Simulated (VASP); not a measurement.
# Ba4Ti3O10 in VASP: a series of runs

Runs on Ba4Ti3O10. Level: PBEsol. Tasks: single point.

Everything below comes from runs of VASP 6.6.1. Logs are shortened: lines on timing, memory, paths and dates and some standing lists are left out, and cuts for length are marked.

### 1 The cell of the first run

The cell holds a slab with vacuum, 17 atoms: a = 3.970 Å, b = 3.970 Å, c = 26.910 Å, α = 90.00°, β = 90.00°, γ = 90.00°.

### 2 Single point, PBEsol

Contents of INCAR:

```
ALGO = Normal
DIPOL = 0.5 0.5 0.500
EDIFF = 1E-7
ENCUT = 520
GGA = PS
IDIPOL = 3
ISIF = 2
ISMEAR = 0
LASPH = True
LCHARG = False
LDIPOL = True
LREAL = Auto
LWAVE = False
NBANDS = 82
NELM = 60
PREC = Accurate
SIGMA = 0.05
```

Contents of KPOINTS:

```
k-points
0
Gamma
  7 7 1
```

Contents of POSCAR:

```
Ba4Ti3O10
1.0
    3.9698693943      0.0000000000      0.0000000000
    0.0000000000      3.9698693943      0.0000000000
    0.0000000000      0.0000000000     26.9096081829
Ba O Ti
4 10 3
Direct
    0.5000000000      0.5000000000      0.2787108586
    0.5000000000      0.5000000000      0.4262369529
    0.5000000000      0.5000000000      0.5737630471
    0.5000000000      0.5000000000      0.7212891414
    0.0000000000      0.0000000000      0.2787108586
    0.5000000000      0.0000000000      0.3524739057
    0.0000000000      0.5000000000      0.3524739057
    0.0000000000      0.0000000000      0.4262369529
    0.5000000000      0.0000000000      0.5000000000
    0.0000000000      0.5000000000      0.5000000000
    0.0000000000      0.0000000000      0.5737630471
    0.5000000000      0.0000000000      0.6475260943
    0.0000000000      0.5000000000      0.6475260943
    0.0000000000      0.0000000000      0.7212891414
    0.0000000000      0.0000000000      0.3524739057
    0.0000000000      0.0000000000      0.5000000000
    0.0000000000      0.0000000000      0.6475260943
```

Potentials or basis: VASP PAW PBE potentials, release 64 (Ba_sv, O, Ti_sv).

Launch:

```
$ cat potpaw_PBE.64/Ba_sv/POTCAR potpaw_PBE.64/O/POTCAR potpaw_PBE.64/Ti_sv/POTCAR > POTCAR
$ mpirun -np 1 vasp_std > vasp.out
```

OUTCAR:

```text
EDIFF = 1E-7
   ENCUT = 520
   GGA = PS
   ISIF = 2
   ISMEAR = 0
   LASPH = True
   LREAL = Auto
   NELM = 60
   PREC = Accurate

 ion  position               nearest neighbor table
   1  0.500  0.500  0.279-   6 2.81   7 2.81   6 2.81   7 2.81   5 2.81   5 2.81   5 2.81   5 2.81
                            15 3.44  15 3.44  15 3.44  15 3.44   2 3.97
   2  0.500  0.500  0.426-   9 2.81  10 2.81   9 2.81  10 2.81   8 2.81   8 2.81   8 2.81   8 2.81
                             7 2.81   6 2.81   7 2.81   6 2.81  16 3.44  16 3.44  16 3.44  16 3.44
   3  0.500  0.500  0.574-   9 2.81  10 2.81   9 2.81  10 2.81  11 2.81  11 2.81  11 2.81  11 2.81
                            12 2.81  13 2.81  13 2.81  12 2.81  16 3.44  16 3.44  16 3.44  16 3.44
   4  0.500  0.500  0.721-  12 2.81  13 2.81  12 2.81  13 2.81  14 2.81  14 2.81  14 2.81  14 2.81
                            17 3.44  17 3.44  17 3.44  17 3.44   3 3.97
   5  0.000  0.000  0.279-  15 1.98   1 2.81   1 2.81   1 2.81   1 2.81
   6  0.500  0.000  0.352-  15 1.98  15 1.98   1 2.81   1 2.81   2 2.81   2 2.81
   7  0.000  0.500  0.352-  15 1.98  15 1.98   1 2.81   1 2.81   2 2.81   2 2.81
   8  0.000  0.000  0.426-  16 1.98  15 1.98   2 2.81   2 2.81   2 2.81   2 2.81
   9  0.500  0.000  0.500-  16 1.98  16 1.98   2 2.81   2 2.81   3 2.81   3 2.81
  10  0.000  0.500  0.500-  16 1.98  16 1.98   2 2.81   3 2.81   2 2.81   3 2.81
  11  0.000  0.000  0.574-  16 1.98  17 1.98   3 2.81   3 2.81   3 2.81   3 2.81
  12  0.500  0.000  0.648-  17 1.98  17 1.98   4 2.81   4 2.81   3 2.81   3 2.81
  13  0.000  0.500  0.648-  17 1.98  17 1.98   4 2.81   4 2.81   3 2.81   3 2.81
  14  0.000  0.000  0.721-  17 1.98   4 2.81   4 2.81   4 2.81   4 2.81
  15  0.000  0.000  0.352-   5 1.98   6 1.98   7 1.98   7 1.98   6 1.98   8 1.98   1 3.44   1 3.44
                             1 3.44   1 3.44   2 3.44   2 3.44   2 3.44   2 3.44
  16  0.000  0.000  0.500-   8 1.98  11 1.98  10 1.98   9 1.98  10 1.98   9 1.98   2 3.44   3 3.44
                             2 3.44   2 3.44   3 3.44   3 3.44   2 3.44   3 3.44
  17  0.000  0.000  0.648-  14 1.98  13 1.98  12 1.98  13 1.98  12 1.98  11 1.98   4 3.44   4 3.44
                             4 3.44   4 3.44   3 3.44   3 3.44   3 3.44   3 3.44

  LATTYP: Found a simple tetragonal cell.
 ALAT       =     3.9698693943
 C/A-ratio  =     6.7784618359

  Lattice vectors:

 A1 = (   3.9698693943,   0.0000000000,   0.0000000000)
 A2 = (   0.0000000000,   3.9698693943,   0.0000000000)
 A3 = (   0.0000000000,   0.0000000000,  26.9096081829)

Analysis of symmetry for initial positions (statically):
=====================================================================
 Subroutine PRICEL returns:
 Original cell was already a primitive cell.

 Routine SETGRP: Setting up the symmetry group for a
 simple tetragonal supercell.

 Subroutine GETGRP returns: Found 16 space group operations
 (whereof 16 operations were pure point group operations)
 out of a pool of 16 trial point group operations.

The static configuration has the point symmetry D_4h.

Analysis of symmetry for dynamics (positions and initial velocities):
=====================================================================
 Subroutine PRICEL returns:
 Original cell was already a primitive cell.

 Routine SETGRP: Setting up the symmetry group for a
 simple tetragonal supercell.

 Subroutine GETGRP returns: Found 16 space group operations
 (whereof 16 operations were pure point group operations)
 out of a pool of 16 trial point group operations.

The dynamic configuration has the point symmetry D_4h.

 Subroutine INISYM returns: Found 16 space group operations
 (whereof 16 operations are pure point group operations),
 and found     1 'primitive' translations

----------------------------------------------------------------------------------------

                                     Primitive cell

  volume of cell :     424.0917

  direct lattice vectors                    reciprocal lattice vectors
     3.969869394  0.000000000  0.000000000     0.251897456  0.000000000  0.000000000
     0.000000000  3.969869394  0.000000000     0.000000000  0.251897456  0.000000000
     0.000000000  0.000000000 26.909608183     0.000000000  0.000000000  0.037161448

  length of vectors
     3.969869394  3.969869394 26.909608183     0.251897456  0.251897456  0.037161448

  position of ions in fractional coordinates (direct lattice)
     0.500000000  0.500000000  0.278710859
     0.500000000  0.500000000  0.426236953
     0.500000000  0.500000000  0.573763047
     0.500000000  0.500000000  0.721289141
     0.000000000  0.000000000  0.278710859
     0.500000000  0.000000000  0.352473906
[... 9 lines left out ...]
     0.000000000  0.000000000  0.500000000
     0.000000000  0.000000000  0.647526094

  ion indices of the primitive-cell ions
   primitive index   ion index
[... 43 lines left out ...]

 Following reciprocal coordinates:
            Coordinates               Weight
  0.000000  0.000000  0.000000      1.000000
  0.142857  0.000000  0.000000      4.000000
  0.285714  0.000000  0.000000      4.000000
  0.428571  0.000000  0.000000      4.000000
  0.142857  0.142857  0.000000      4.000000
  0.285714  0.142857  0.000000      8.000000
  0.428571  0.142857  0.000000      8.000000
  0.285714  0.285714  0.000000      4.000000
  0.428571  0.285714  0.000000      8.000000
  0.428571  0.428571  0.000000      4.000000
   k-points           NKPTS =     10   k-points in BZ     NKDIM =     10   number of bands    NBANDS=     82
   number of dos      NEDOS =    301   number of ions     NIONS =     17
   total plane-waves  NPLWV = 180000
   dimension x,y,z NGX =    30 NGY =   30 NGZ =  200
   dimension x,y,z NGXF=    60 NGYF=   60 NGZF=  400
   ions per type =               4  10   3
   NGX,Y,Z   is equivalent  to a cutoff of  12.56, 12.56, 12.36 a.u.
   NGXF,Y,Z  is equivalent  to a cutoff of  25.13, 25.13, 24.71 a.u.
 SYSTEM =  unknown system
   PREC   = accura    normal or accurate (medium, high low for compatibility)
   ISTART =      0    job   : 0-new  1-cont  2-samecut
   ICHARG =      2    charge: 1-file 2-atom 10-const
   ISPIN  =      1    spin polarized calculation?
   LNONCOLLINEAR =      F non collinear calculations
   LSORBIT =      F    spin-orbit coupling
   LASPH  =      T    aspherical Exc in radial PAW
   ENCUT  =  520.0 eV  38.22 Ry    6.18 a.u.   7.38  7.38 50.03*2*pi/ulx,y,z
   NELM   =     60;   NELMIN=  2; NELMDL= -5     # of ELM steps
   EDIFF  = 0.1E-06   stopping-criterion for ELM
   LREAL  =      T    real-space projection
   EDIFFG = 0.1E-05   stopping-criterion for IOM
   NSW    =      0    number of steps for IOM
   IBRION =     -1    ionic relax: 0-MD 1-quasi-New 2-CG
   NFREE  =      0    steps in history (QN), initial steepest desc. (CG)
   ISIF   =      2    stress and relaxation
   ISYM   =      2    0-nonsym 1-usesym 2-fastsym
   POTIM  = 0.5000    time-step for ionic-motion
   TEBEG  =    0.0;   TEEND  =   0.0 temperature during run
   PSTRESS=    0.0 pullay stress
   NELECT =     136.0000    total number of electrons
   NUPDOWN=      -1.0000    fix difference up-down
   EMIN   =  10.00;   EMAX   =-10.00  energy-range for DOS
   EFERMI =   0.00;   METHOD = LEGACY
   ISMEAR =     0;   SIGMA  =   0.05  broadening in eV -4-tet -1-fermi 0-gaus
   EFERMI_NEDOS =   21; number of points for ismear=-14 and -15
   IALGO  =     38    algorithm
   IMIX   =      4    mixing-type and parameters
     AMIX     =   0.40;   BMIX     =  1.00
     AMIX_MAG =   1.60;   BMIX_MAG =  1.00
  volume/ion in A,a.u.               =      24.95       168.35
  Fermi-wavevector in a.u.,A,eV,Ry     =   1.120558  2.117548 17.084173  1.255651
  Thomas-Fermi vector in A             =   2.257206
   LORBIT       =      0    0 simple, 1 ext, 2 COOP (PROOUT), +10 PAW based schemes
   GGA     = PS    functional components
   LHFCALC =     F    Hartree Fock is set to
   AEXX    =    0.0000 exact exchange contribution
   IVDW    =     0    specifies the selected vdW correction
   LEPSILON=     F    determine dielectric tensor
   LRPA    =     F    only Hartree local field effects (RPA)
 non-spin polarized calculation
 Gauss-broadening in eV      SIGMA  =   0.05
  energy-cutoff  :      520.00
  volume of cell :      424.09
 maximum number of plane-waves:     11517
 NGX is ok and might be reduce to    30
   NGX = 15   NGY = 15   NGZ =101

 dipolmoment           0.000000      0.000000      0.000000 electrons x Angstroem

 number of electron     135.9999952 magnetization

 dipolmoment           0.000000      0.000000     -0.000000 electrons x Angstroem

 Free energy of the ion-electron system (eV)
  ---------------------------------------------------
  ext. energy  EPLUGINS =         0.00000000
  ---------------------------------------------------
  free energy    TOTEN  =      -137.93687336 eV

  energy without entropy =     -137.93687336  energy(sigma->0) =     -137.93687336

 E-fermi :   0.7775     XC(G=0):  -6.5892

 val. band max:        0.4256736327   @ k =   0.4286   0.4286   0.0000
 cond. band min:       2.2907638947   @ k =   0.0000   0.0000   0.0000
 fundamental gap:      1.8650902620
 Fermi energy:         0.7774929194

 k-point     1 :       0.0000    0.0000    0.0000
  band No.  band energies     occupation
      1     -55.7219      2.00000
      2     -55.6638      2.00000
      3     -55.6638      2.00000
      4     -32.0900      2.00000
      5     -32.0633      2.00000
      6     -32.0633      2.00000
[... 819 lines left out ...]
     79       5.3262      0.00000
     80       5.5379      0.00000
 [bands above 80 left out]

------------------------ aborting loop because EDIFF is reached ----------------------------------------

 vacuum level on the upper side and lower side of the slab       (xc-potential included)        -0.109        -0.109

  FORCE on cell =-STRESS in cart. coord.  units (eV):
  Direction    XX          YY          ZZ          XY          YZ          ZX
  --------------------------------------------------------------------------------------
  -------------------------------------------------------------------------------------
  Total       -1.0154770     -1.0154770     -1.0025020      0.0000000      0.0000000      0.0000000
  in kB       -3.8363735     -3.8363735     -3.7873550      0.0000000      0.0000000      0.0000000
  external PRESSURE =      -3.8200340 kB  Pullay stress =       0.0000000 kB

 VOLUME and BASIS-vectors are now :
 -----------------------------------------------------------------------------
  energy-cutoff  :      520.00
  volume of cell :      424.09
      direct lattice vectors                 reciprocal lattice vectors
     3.969869394  0.000000000  0.000000000     0.251897456  0.000000000  0.000000000
     0.000000000  3.969869394  0.000000000     0.000000000  0.251897456  0.000000000
     0.000000000  0.000000000 26.909608183     0.000000000  0.000000000  0.037161448

 POSITION                                       TOTAL-FORCE (eV/Angst)
 -----------------------------------------------------------------------------------
      1.98493      1.98493      7.50000        -0.000000     -0.000000      0.508559
      1.98493      1.98493     11.46987         0.000000      0.000000      0.117377
      1.98493      1.98493     15.43974        -0.000000     -0.000000     -0.117377
      1.98493      1.98493     19.40961        -0.000000      0.000000     -0.508559
      0.00000      0.00000      7.50000         0.000000     -0.000000      0.370999
      1.98493      0.00000      9.48493        -0.000000     -0.000000     -0.159587
[... 9 lines left out ...]
      0.00000      0.00000     13.45480        -0.000000     -0.000000      0.000000
      0.00000      0.00000     17.42467        -0.000000     -0.000000      1.053600
 -----------------------------------------------------------------------------------
    total drift:                                0.000000      0.000000     -0.000000

  FREE ENERGIE OF THE ION-ELECTRON SYSTEM (eV)
  ---------------------------------------------------
  free  energy   TOTEN  =      -137.9368733638 eV

  energy  without entropy=     -137.9368733638  energy(sigma->0) =     -137.93687336

 vacuum level on the upper side and lower side of the slab         3.530         3.530
```

Wall time 11 min (1 thread of Oxide Virtual Turin-like, shared host); peak memory 0.51 GiB.

What came out:

* Free energy: -137.9369 eV
* Largest force: 1.054 eV/Å
* Band gap on the k mesh: 1.87 eV (least direct gap 1.92 eV)

Forces on the atoms (eV/Å):
```
Ba   0.000  0.000  0.509
Ba   0.000  0.000  0.117
Ba   0.000  0.000 -0.117
Ba   0.000  0.000 -0.509
O    0.000  0.000  0.371
O    0.000  0.000 -0.160
O    0.000  0.000 -0.160
O    0.000  0.000  0.183
O    0.000  0.000  0.000
O    0.000  0.000  0.000
O    0.000  0.000 -0.183
O    0.000  0.000  0.160
O    0.000  0.000  0.160
O    0.000  0.000 -0.371
Ti   0.000  0.000 -1.054
Ti   0.000  0.000  0.000
Ti   0.000  0.000  1.054
```

Caveat: the PAW data sets were made with another functional, which shifts forces and pressure a little; spin-orbit coupling is left out, which moves the levels of the heavy elements.

### 3 Single point, PBEsol

Contents of INCAR:

```
SYSTEM = Ba4Ti3O10
PREC     = Accurate       ! precision mode
ENCUT    = 520            ! plane-wave cutoff, eV
EDIFF    = 1E-7           ! SCF threshold, eV
ISMEAR   = 0              ! smearing method
SIGMA    = 0.05           ! smearing width, eV
LREAL    = Auto         
LASPH    = .True.         ! aspherical terms in the spheres
NELM     = 80             ! most SCF steps
ALGO     = Normal         ! electronic algorithm
ISIF     = 2              ! what is computed and relaxed
LWAVE    = .False.        ! write WAVECAR
LCHARG   = .False.        ! write CHGCAR
LDIPOL   = .True.       
IDIPOL   = 3            
DIPOL    = 0.5 0.5 0.500
GGA      = PS             ! functional
NBANDS   = 82             ! bands
```

Contents of KPOINTS:

```
Automatic mesh
0
Gamma
  7 7 1
  0 0 0
```

Contents of POSCAR:

```
Ba4Ti3O10
1.0
    3.9698693943      0.0000000000      0.0000000000
    0.0000000000      3.9698693943      0.0000000000
    0.0000000000      0.0000000000     26.9096081829
Ba O Ti
4 10 3
Direct
    0.5000000000      0.5000000000      0.2822800070
    0.5000000000      0.5000000000      0.4270353609
    0.5000000000      0.5000000000      0.5729646391
    0.5000000000      0.5000000000      0.7177199929
    0.0000000000      0.0000000000      0.2798746975
    0.5000000000      0.0000000000      0.3510539432
    0.0000000000      0.5000000000      0.3510539432
    0.0000000000      0.0000000000      0.4263482623
    0.5000000000      0.0000000000      0.5000000000
    0.0000000000      0.5000000000      0.5000000000
    0.0000000000      0.0000000000      0.5736517375
    0.5000000000      0.0000000000      0.6489460567
    0.0000000000      0.5000000000      0.6489460567
    0.0000000000      0.0000000000      0.7201253028
    0.0000000000      0.0000000000      0.3502947983
    0.0000000000      0.0000000000      0.5000000002
    0.0000000000      0.0000000000      0.6497052019
```

Potentials or basis: VASP PAW PBE potentials, release 64 (Ba_sv, O, Ti_sv).

Launch:

```
$ cat potpaw_PBE.64/Ba_sv/POTCAR potpaw_PBE.64/O/POTCAR potpaw_PBE.64/Ti_sv/POTCAR > POTCAR
$ mpirun -np 1 vasp_std > vasp.out
```

OUTCAR:

```text
SYSTEM = Ba4Ti3O10
   PREC = Accurate
   ENCUT = 520
   EDIFF = 1E-7
   ISMEAR = 0
   LREAL = Auto
   LASPH = .True.
   NELM = 80
   ISIF = 2
   GGA = PS

 ion  position               nearest neighbor table
   1  0.500  0.500  0.282-   6 2.71   7 2.71   6 2.71   7 2.71   5 2.81   5 2.81   5 2.81   5 2.81
                            15 3.35  15 3.35  15 3.35  15 3.35   2 3.90
   2  0.500  0.500  0.427-   9 2.79  10 2.79   9 2.79  10 2.79   8 2.81   8 2.81   8 2.81   8 2.81
                             7 2.85   6 2.85   7 2.85   6 2.85  16 3.43  16 3.43  16 3.43  16 3.43
   3  0.500  0.500  0.573-   9 2.79  10 2.79   9 2.79  10 2.79  11 2.81  11 2.81  11 2.81  11 2.81
                            12 2.85  13 2.85  13 2.85  12 2.85  16 3.43  16 3.43  16 3.43  16 3.43
   4  0.500  0.500  0.718-  12 2.71  13 2.71  12 2.71  13 2.71  14 2.81  14 2.81  14 2.81  14 2.81
[... 1074 lines left out ...]
  energy-cutoff  :      520.00
  volume of cell :      424.09
      direct lattice vectors                 reciprocal lattice vectors
     3.969869394  0.000000000  0.000000000     0.251897456  0.000000000  0.000000000
     0.000000000  3.969869394  0.000000000     0.000000000  0.251897456  0.000000000
     0.000000000  0.000000000 26.909608183     0.000000000  0.000000000  0.037161448

 POSITION                                       TOTAL-FORCE (eV/Angst)
 -----------------------------------------------------------------------------------
      1.98493      1.98493      7.59604        -0.000000     -0.000000     -0.231173
      1.98493      1.98493     11.49135        -0.000000      0.000000     -0.030305
      1.98493      1.98493     15.41825         0.000000      0.000000      0.030305
      1.98493      1.98493     19.31356        -0.000000     -0.000000      0.231173
      0.00000      0.00000      7.53132        -0.000000     -0.000000     -0.081340
      1.98493      0.00000      9.44672        -0.000000      0.000000      0.047360
[... 9 lines left out ...]
      0.00000      0.00000     13.45480        -0.000000     -0.000000      0.000000
      0.00000      0.00000     17.48331        -0.000000      0.000000     -0.049426
 -----------------------------------------------------------------------------------
    total drift:                                0.000000      0.000000     -0.000021

  FREE ENERGIE OF THE ION-ELECTRON SYSTEM (eV)
  ---------------------------------------------------
  free  energy   TOTEN  =      -138.0519573312 eV

  energy  without entropy=     -138.0519573312  energy(sigma->0) =     -138.05195733

 vacuum level on the upper side and lower side of the slab         3.594         3.594
```

It took 10 min on 1 thread of Oxide Virtual Turin-like, shared host; peak memory 0.52 GiB.

What came out:

```yaml
Free_energy: -138.0520 eV
Largest_force: 0.231 eV/Å
Band_gap_on_the_k_mesh: 1.82 eV (least direct gap 1.85 eV)
```

Forces in eV/Å, atoms in the order of the input:
```
Ba   0.000  0.000 -0.231
Ba   0.000  0.000 -0.030
Ba   0.000  0.000  0.030
Ba   0.000  0.000  0.231
O    0.000  0.000 -0.081
O    0.000  0.000  0.047
O    0.000  0.000  0.047
O    0.000  0.000 -0.012
O    0.000  0.000  0.000
O    0.000  0.000  0.000
O    0.000  0.000  0.012
O    0.000  0.000 -0.047
O    0.000  0.000 -0.047
O    0.000  0.000  0.081
Ti   0.000  0.000  0.049
Ti   0.000  0.000  0.000
Ti   0.000  0.000 -0.049
```

Caveat: the PAW data sets were made with another functional, which shifts forces and pressure a little; spin-orbit coupling is left out, which moves the levels of the heavy elements.
